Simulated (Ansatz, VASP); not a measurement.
## One calculation of S, two programs

```
CELL_PARAMETERS angstrom
7.61507 0.00000 0.00000
0.00000 2.60519 0.00000
0.00000 0.00000 3.68326
ATOMIC_POSITIONS crystal
S 0.75000 0.50000 0.52062
S 0.25000 0.50000 0.47938
S 0.00000 0.50000 0.00000
S 0.50000 0.50000 0.00000
```

Alike in both runs: task single point; functional PBEsol; k mesh 6 × 16 × 12; occupations gaussian, width 0.1 eV; no spin polarisation.

|  | VASP | Ansatz |
| --- | --- | --- |
| version | VASP 6.6.1 | Ansatz 0.2.0 |
| potentials or method | VASP PAW PBE potentials, release 64 (S), cutoff 520 eV | scalar-relativistic, plane waves, PAW |
| valence electrons in the cell | 24 | 24 |

```tsv
	VASP	Ansatz	Ansatz less VASP
gap on the k mesh at the Fermi level (eV)	none	none	-
pressure (GPa)	-8.1	-8.2	-0.07
traceless stress, the component that is largest in VASP (GPa)	-0.85	-0.85	-0.002
rms of the force components (eV/Å)	0.107	0.105	-0.0016
```

VASP's potentials were made for PBE, not for PBEsol. Atom by atom the forces differ by 0.002 eV/Å (rms over components). A gap of «none» marks a metal or a gap that the smearing closes.
